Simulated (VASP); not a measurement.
# NbH2 (Fm-3m) in VASP: notebook, part 2 of 2

VASP 6.6.1.

## Step 3: Vibrations by perturbation theory, LDA

This run uses another cell than the first one, of 7.58 Å³/atom.

Contents of INCAR:

```
SYSTEM = NbH2
  PREC = Accurate
  ENCUT = 520
  EDIFF = 1E-8
  ISMEAR = -1
  SIGMA = 0.15
  LREAL = .False.
  LASPH = .True.
  NELM = 80
  ALGO = Normal
  ISIF = 2
  LWAVE = .False.
  LCHARG = .True.
  GGA = CA
  IBRION = 8
  NSW = 1
```

Contents of KPOINTS:

```
regular mesh
0
Gamma
  16 16 16
  0 0 0
```

Contents of POSCAR:

```
NbH2
1.0
    0.0000000000      2.2489469727      2.2489469727
    2.2489469727      0.0000000000      2.2489469727
    2.2489469727      2.2489469727      0.0000000000
Nb H
1 2
Direct
    0.0000000000      0.0000000000      0.0000000000
    0.2500000000      0.2500000000      0.2500000000
    0.7500000000      0.7500000000      0.7500000000
```

Potentials or basis: VASP PAW LDA potentials, release 64 (Nb_sv, H).

Launch:

```bash
$ cat potpaw_LDA.64/Nb_sv/POTCAR potpaw_LDA.64/H/POTCAR > POTCAR
$ mpirun -np 1 vasp_std > vasp.out
```

OUTCAR:

```text
SYSTEM = NbH2
   PREC = Accurate
   ENCUT = 520
   EDIFF = 1E-8
   ISMEAR = -1
   LREAL = .False.
   LASPH = .True.
   NELM = 80
   ISIF = 2
   GGA = CA
   IBRION = 8
   NSW = 1

 ion  position               nearest neighbor table
   1  0.000  0.000  0.000-   3 1.95   3 1.95   3 1.95   2 1.95   2 1.95   2 1.95   3 1.95   2 1.95

   2  0.250  0.250  0.250-   1 1.95   1 1.95   1 1.95   1 1.95
   3  0.750  0.750  0.750-   1 1.95   1 1.95   1 1.95   1 1.95

  LATTYP: Found a face centered cubic cell.
 ALAT       =     4.4978939454

  Lattice vectors:

 A1 = (   0.0000000000,   2.2489469727,   2.2489469727)
 A2 = (   2.2489469727,   0.0000000000,   2.2489469727)
 A3 = (   2.2489469727,   2.2489469727,   0.0000000000)

Analysis of symmetry for initial positions (statically):
=====================================================================
 Subroutine PRICEL returns:
 Original cell was already a primitive cell.

 Routine SETGRP: Setting up the symmetry group for a
 face centered cubic supercell.

 Subroutine GETGRP returns: Found 48 space group operations
 (whereof 48 operations were pure point group operations)
 out of a pool of 48 trial point group operations.

The static configuration has the point symmetry O_h .

Analysis of symmetry for dynamics (positions and initial velocities):
=====================================================================
 Subroutine PRICEL returns:
[... 537 lines left out ...]

[... ionic steps 2 to 3 ...]

--------------------------------------- Ionic step        4  -------------------------------------------

------------------------ aborting loop because EDIFF is reached ----------------------------------------

[... ionic steps 5 to 6 ...]

--------------------------------------- Ionic step        7  -------------------------------------------

 Free energy of the ion-electron system (eV)
  ---------------------------------------------------
  ---------------------------------------------------
  free energy    TOTEN  =        -0.01691159 eV

  energy without entropy =       -0.01691159

------------------------ aborting loop because EDIFF is reached ----------------------------------------

 INTERNAL STRAIN TENSOR  FOR ION    2  DIRECTION 1   (eV/Angst):
 -----------------------------------------------------------------------------
    -0.00146  0.00000  0.00000
     0.00000  0.00057 -5.36748
     0.00000 -5.36748  0.00057

 INTERNAL STRAIN TENSOR FOR ION    3 for displacements in x,y,z  (eV/Angst):
          X           Y           Z          XY          YZ          ZX
  --------------------------------------------------------------------------------
  x     0.00000     0.00000     0.00000     0.00000     5.36748     0.00000
  y     0.00000     0.00000    -0.00000     0.00000     0.00000     5.36748
  z     0.00000     0.00000     0.00000     5.36748     0.00000     0.00000

 SECOND DERIVATIVES (NOT SYMMETRIZED)
 ------------------------------------
               1X          1Y          1Z          2X          2Y          2Z          3X          3Y          3Z
  1X    -9.326423    0.000000    0.000000    4.663212    0.000000    0.000000    4.663212    0.000000    0.000000
  1Y     0.000000   -9.326423    0.000000    0.000000    4.663212    0.000000    0.000000    4.663212    0.000000
  1Z     0.000000    0.000000   -9.326423    0.000000    0.000000    4.663212    0.000000    0.000000    4.663212
  2X     4.660682    0.000000    0.000000   -5.525905    0.000000    0.000000    0.865223    0.000000    0.000000
  2Y     0.000000    4.660682    0.000000    0.000000   -5.525905    0.000000    0.000000    0.865223    0.000000
  2Z     0.000000    0.000000    4.660682    0.000000    0.000000   -5.525905    0.000000    0.000000    0.865223
  3X     4.660682    0.000000    0.000000    0.865223    0.000000    0.000000   -5.525905    0.000000    0.000000
  3Y     0.000000    4.660682    0.000000    0.000000    0.865223    0.000000    0.000000   -5.525905    0.000000
  3Z     0.000000    0.000000    4.660682    0.000000    0.000000    0.865223    0.000000    0.000000   -5.525905

 Eigenvectors and eigenvalues of the dynamical matrix
 ----------------------------------------------------

   1 f  =   39.522054 THz   248.324386 2PiTHz 1318.313804 cm-1   163.450007 meV
             X         Y         Z           dx          dy          dz
      0.000000  0.000000  0.000000    -0.000000   -0.000000    0.000000
      1.124473  1.124473  1.124473    -0.128798   -0.600040    0.351230
      3.373420  3.373420  3.373420     0.128798    0.600040   -0.351230
[... 43 lines left out ...]
   9 f/i=    0.001330 THz     0.008355 2PiTHz    0.044355 cm-1     0.005499 meV
             X         Y         Z           dx          dy          dz
      0.000000  0.000000  0.000000    -0.012635    0.038337   -0.988578
      1.124473  1.124473  1.124473    -0.001311    0.003978   -0.102588
      3.373420  3.373420  3.373420    -0.001311    0.003978   -0.102588

--------------------------------------------------------------------------------------------------------

 ELASTIC MODULI CONTR FROM IONIC RELAXATION (kBar)
 Direction    XX          YY          ZZ          XY          YZ          ZX
 --------------------------------------------------------------------------------
 XX          -0.0000     -0.0000      0.0000     -0.0000     -0.0000     -0.0000
 YY          -0.0000     -0.0000     -0.0000     -0.0000     -0.0000     -0.0000
 ZZ           0.0000     -0.0000     -0.0000     -0.0000     -0.0000      0.0000
 XY          -0.0000     -0.0000     -0.0000   -634.9459     -0.0000      0.0000
 YZ          -0.0000     -0.0000     -0.0000     -0.0000   -634.9459     -0.0000
 ZX          -0.0000     -0.0000      0.0000      0.0000     -0.0000   -634.9459
 --------------------------------------------------------------------------------
```

stdout:

```text
POSCAR found type information on POSCAR NbH
 POSCAR found :  2 types and       3 ions
 scaLAPACK will be used
 LDA part: xc-table for (Slater(with rela. corr.)+CA(PZ))
 , standard interpolation
 POSCAR, INCAR and KPOINTS ok, starting setup
 FFT: planning ... GRIDC
 FFT: planning ... GRID_SOFT
 FFT: planning ... GRID
 WAVECAR not read
 entering main loop
 Linear response reoptimize wavefunctions to high precision
 Linear response DOF=           2
 Linear response progress:
 first order change of Fermi-energy   0.73161E-03
 force on displaced ion       1 direction 1 :  -9.326   0.000   0.000
 Linear response progress:
 first order change of Fermi-energy  -0.38882E-04
 force on displaced ion       2 direction 1 :  -5.526   0.000   0.000
 Linear response finished
```

Run time: 3.6 min. Hardware: 1 thread of Intel Xeon Platinum 8559C (Emerald Rapids), shared host; peak memory 0.43 GiB.

What came out:

* Highest phonon frequency at Γ: 1318 cm⁻¹

Phonon frequencies in cm⁻¹ (negative: imaginary):
```tsv
q point	frequencies
(0.000, 0.000, 0.000)	0 0 0 1138 1138 1138 1318 1318 1318
```
